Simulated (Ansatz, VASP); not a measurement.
BaRhO3 in VASP and in Ansatz

```
CELL_PARAMETERS angstrom
4.14834 0.00000 0.00000
0.00000 4.14834 0.00000
0.00000 0.00000 4.14834
ATOMIC_POSITIONS crystal
Ba 0.00000 0.00000 0.00000
Rh 0.50000 0.50000 0.50000
O 0.50000 0.00000 0.50000
O 0.00000 0.50000 0.50000
O 0.50000 0.50000 0.00000
```

Alike in both runs: task single point; functional LDA; k mesh 6 × 6 × 6; occupations gaussian, width 0.1 eV; no spin polarisation.

```csv
,VASP,Ansatz
version,VASP 6.6.1,Ansatz 0.2.0
potentials or method,"VASP PAW LDA potentials, release 64 (Ba_sv, Rh_sv_GW, O), cutoff 700 eV","plane waves, PAW"
valence electrons in the cell,45,45
```

VASP gave:

| Quantity | Value |
| --- | --- |
| pressure (GPa) | -18.1 |

**Question.** What did Ansatz give for the same quantities?

**Answer.** Pressure (GPa): -19.2.

LDA's correlation is that of Perdew and Zunger in VASP and of Perdew and Wang (1992) in Ansatz.

Spin-orbit coupling is off throughout.
